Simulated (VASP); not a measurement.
## MgS: single point with r2SCAN

Crystal: MgS.

```
CELL_PARAMETERS angstrom
4.02863 0.00000 0.00000
-2.01431 3.48889 0.00000
0.00000 0.00000 6.58735
ATOMIC_POSITIONS crystal
Mg 0.33333 0.66667 0.99929
Mg 0.66667 0.33333 0.49929
S 0.33333 0.66667 0.37571
S 0.66667 0.33333 0.87571
```

This cell differs from its parent crystal: uniaxial z strain +2.1%.

| Quantity | Value |
| --- | --- |
| Program | VASP 6.6.1 |
| Task | single point |
| Functional | r2SCAN |
| Potentials or basis | VASP PAW PBE potentials, release 64 (Mg, S) |
| Cutoff | 520 eV |
| k mesh | 12 × 12 × 4 |
| Occupations | gaussian, width 0.01 eV |
| Spin | no spin polarisation |

```json
{"Pressure": "-1.4 GPa", "Largest force": "0.004 eV/Å", "Band gap on the k mesh": "4.09 eV, direct"}
```

Forces on the atoms (eV/Å):
```
Mg   0.000  0.000 -0.004
Mg   0.000  0.000 -0.004
S    0.000  0.000  0.004
S    0.000  0.000  0.004
```

Stress tensor (GPa, compression positive):
```
-1.10  0.00  0.00
 0.00 -1.10  0.00
 0.00  0.00 -2.06
```

Levels at points of the mesh, in eV from the valence-band top:
```csv
k point,band 5,band 6,band 7,band 8,band 9,band 10,band 11,band 12
"(0.00, 0.00, 0.00)",-0.38,-0.01,0.00,0.00,4.09,5.53,8.27,8.27
"(0.50, 0.00, 0.00)",-1.76,-1.05,-0.84,-0.34,5.43,5.69,6.43,8.17
"(0.00, 0.00, 0.50)",-0.19,-0.19,-0.19,-0.19,5.63,5.63,8.18,8.18
"(0.50, 0.00, 0.50)",-0.76,-0.76,-0.73,-0.73,5.21,5.21,6.95,6.95
```

Wall time 8 min on 1 thread of Intel(R) Xeon(R) Platinum 8375C CPU @ 2.90GHz (Ice Lake), with other jobs on the host, peak memory 0.26 GiB.

Caveat: the cell differs from its parent crystal (uniaxial z strain +2.1%); the PAW data sets were made with another functional, which shifts forces and pressure a little. A k mesh can miss the band edges.
